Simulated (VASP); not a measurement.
Here is a VASP 6.6.1 calculation.

INCAR

```
SYSTEM = PbS
ALGO     = Normal         ! electronic algorithm
EDIFF    = 1E-6           ! SCF threshold, eV
ENCUT    = 520            ! plane-wave cutoff, eV
GGA      = PS             ! functional
ISIF     = 2              ! what is computed and relaxed
ISMEAR   = 0              ! smearing method
LASPH    = .True.         ! aspherical terms in the spheres
LCHARG   = .True.         ! write CHGCAR
LELF     = .True.         ! ELF
LREAL    = .False.        ! projectors in reciprocal space
LVHAR    = .True.       
LWAVE    = .False.        ! write WAVECAR
NBANDS   = 28             ! bands
NELM     = 60             ! most SCF steps
PREC     = Accurate       ! precision mode
SIGMA    = 0.01           ! smearing width, eV
```

KPOINTS

```
k-points
0
Gamma
  2 4 4
  0 0 0
```

File POSCAR:

```
PbS
1.0
   11.2982770000      0.0000000000      0.0000000000
    0.0000000000      3.0043750000      3.0061810000
    0.0000000000     -3.0043750000      3.0061810000
Pb S
2 2
Direct
    0.6245810000      0.2566380000      0.7566380000
    0.3754190000      0.7566380000      0.2566380000
    0.6136750000      0.7643620000      0.2643620000
    0.3863250000      0.2643620000      0.7643620000
```

Potentials or basis: VASP PAW PBE potentials, release 64 (Pb_d, S).

Run with:

```console
$ cat potpaw_PBE.64/Pb_d/POTCAR potpaw_PBE.64/S/POTCAR > POTCAR
$ mpirun -np 1 vasp_std > vasp.out
```

Question: Predict the largest force.

Answer: 0.279 eV/Å.

Question: What does it give for the band gap on the k mesh?

Answer: 2.02 eV.

Forces on the atoms (eV/Å):
```
Pb  -0.279  0.000 -0.006
Pb   0.279  0.000 -0.006
S   -0.226  0.000  0.006
S    0.226  0.000  0.006
```

Caveat: the PAW data sets were made with another functional, which shifts forces and pressure a little; spin-orbit coupling is left out, which moves the levels of the heavy elements.
